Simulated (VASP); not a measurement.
Wanted: the native input for a VASP 6.6.1 run.

```
Task                    : single point
Functional              : PBEsol
Potentials or basis     : VASP PAW PBE potentials, release 64 (Ti_sv, Te)
Cutoff                  : 520 eV
k mesh                  : 12 × 12 × 8
Occupations             : gaussian, width 0.1 eV
Spin                    : no spin polarisation
Dipole correction       : no
k mesh for the DOS      : 18 × 18 × 12
Occupations for the DOS : tetrahedron
Further INCAR settings  : ALGO = Normal; EDIFF = 1e-06
```

TiTe2:

```
Ti Te
1.0
     3.69602    0.00000    0.00000
    -1.84801    3.20084    0.00000
     0.00000    0.00000    6.38387
Ti Te
1 2
Direct
  0.00000 0.00000 0.00000
  0.66667 0.33333 0.27121
  0.33333 0.66667 0.72879
```

One way to write it, as run:

POSCAR

```
TiTe2
1.0
    3.6960163674      0.0000000000      0.0000000000
   -1.8480081837      3.2008440670      0.0000000000
    0.0000000000      0.0000000000      6.3838697887
Ti Te
1 2
Direct
    0.0000000000      0.0000000000      0.0000000000
    0.6666666667      0.3333333333      0.2712099107
    0.3333333333      0.6666666667      0.7287900893
```

INCAR.step1

```
PREC = Accurate
ENCUT = 520
EDIFF = 1E-6
ISMEAR = 0
SIGMA = 0.1
LREAL = False
LASPH = True
NELM = 60
ALGO = Normal
ISIF = 2
LWAVE = False
LCHARG = True
LMAXMIX = 4
GGA = PS
NBANDS = 19
```

KPOINTS.step1

```
Automatic mesh
0
Gamma
  12 12 8
```

INCAR.step2

```
PREC = Accurate
ENCUT = 520
EDIFF = 1E-6
ISMEAR = -5
SIGMA = 0.1
LREAL = False
LASPH = True
NELM = 60
ALGO = Normal
ISIF = 2
LWAVE = False
LCHARG = False
LMAXMIX = 4
GGA = PS
LORBIT = 11
NEDOS = 1001
ICHARG = 11
```

KPOINTS.step2

```
Automatic mesh
0
Gamma
  18 18 12
```

Potentials or basis: VASP PAW PBE potentials, release 64 (Ti_sv, Te).

Run with:

```console
$ cat potpaw_PBE.64/Ti_sv/POTCAR potpaw_PBE.64/Te/POTCAR > POTCAR
$ cp INCAR.step1 INCAR
$ cp KPOINTS.step1 KPOINTS
$ mpirun -np 1 vasp_std > vasp.out
$ cp INCAR.step2 INCAR
$ cp KPOINTS.step2 KPOINTS
$ mpirun -np 1 vasp_std > vasp.out
```

Results of the run:

- Valence electrons inside the program's atomic spheres: Ti 10.20; Te 3.42

Run time: 5.3 min on 1 thread of Intel(R) Xeon(R) Platinum 8259CL CPU @ 2.50GHz (Skylake/Cascade Lake), with other jobs on the host, peak memory 0.58 GiB.
